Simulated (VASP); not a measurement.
## Li2Al: single point with LDA

Li2Al:

```xyz
6
Lattice="2.2769 -4.8008 0.0000 2.2769 4.8008 0.0000 0.0000 0.0000 4.4012" Properties=species:S:1:pos:R:3 pbc="T T T"
Li    2.2769    2.4830    1.1003
Li    2.2769   -2.4830    3.3009
Li    2.2769   -0.8628    1.1003
Li    2.2769    0.8628    3.3009
Al    2.2769   -4.0809    1.1003
Al    2.2769    4.0809    3.3009
```

```json
{
 "Program": "VASP 6.6.1",
 "Task": "single point",
 "Functional": "LDA",
 "Potentials or basis": "VASP PAW LDA potentials, release 64 (Li_sv, Al)",
 "Cutoff": "520 eV",
 "k mesh": "6 × 6 × 5",
 "Occupations": "methfessel-paxton, width 0.05 eV",
 "Spin": "no spin polarisation"
}
```

```
Largest force          : 0.173 eV/Å
Band gap on the k mesh : zero (band 9 reaches 4.59 eV, above the bottom of band 10 at 2.12 eV)
```

Forces on the atoms (eV/Å):
```
Li   0.000  0.000  0.000
Li   0.000  0.000  0.000
Li   0.000 -0.014  0.000
Li   0.000  0.014  0.000
Al   0.000  0.173  0.000
Al   0.000 -0.173  0.000
```

Levels at points of the mesh, in eV from the Fermi level:
| k point | band 6 | band 7 | band 8 | band 9 | band 10 | band 11 | band 12 | band 13 |
| --- | --- | --- | --- | --- | --- | --- | --- | --- |
| (0.00, 0.00, 0.00) | -1.92 | -1.23 | -0.83 | -0.27 | 0.86 | 1.47 | 2.18 | 2.91 |
| (0.50, 0.00, 0.00) | -3.54 | -2.13 | -1.20 | -0.04 | 1.59 | 1.94 | 2.31 | 3.89 |
| (0.50, 0.50, 0.00) | -4.33 | -1.34 | -0.34 | 1.15 | 1.50 | 1.85 | 2.31 | 4.58 |

It took 52 s on 1 thread of Intel Xeon 6975P-C, on a shared host, peak memory 0.21 GiB.
